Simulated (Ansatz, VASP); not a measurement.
# Two plane-wave programs on BN

```
B N
1.0
     2.76207    0.00000    0.00000
    -1.38104    2.15498    0.00000
     0.00000    0.00000    6.49527
B N
2 2
Direct
  0.33333 0.66667 0.25000
  0.66667 0.33333 0.75000
  0.33333 0.66667 0.75000
  0.66667 0.33333 0.25000
```

Change from the starting cell: normal strain along x +0.1100, normal strain along z +0.0000.

Alike in both runs: task relaxation of the atoms; functional LDA; k mesh 12 × 12 × 4; occupations gaussian, width 0.05 eV; no spin polarisation.

|  | VASP | Ansatz |
| --- | --- | --- |
| version | VASP 6.6.1 | Ansatz 0.2.0 |
| potentials or method | VASP PAW LDA potentials, release 64 (B, N), cutoff 520 eV | scalar-relativistic, plane waves, PAW |
| valence electrons in the cell | 16 | 16 |

```tsv
	VASP	Ansatz	Ansatz less VASP
gap on the k mesh at the Fermi level, each at its own relaxed structure (eV)	3.50	3.53	+0.029
```

Ansatz warns that its potentials were made for another functional, while VASP's fit it. LDA's correlation is that of Perdew and Zunger in VASP and of Perdew and Wang (1992) in Ansatz. Ansatz's warnings: stress scf threshold loose.
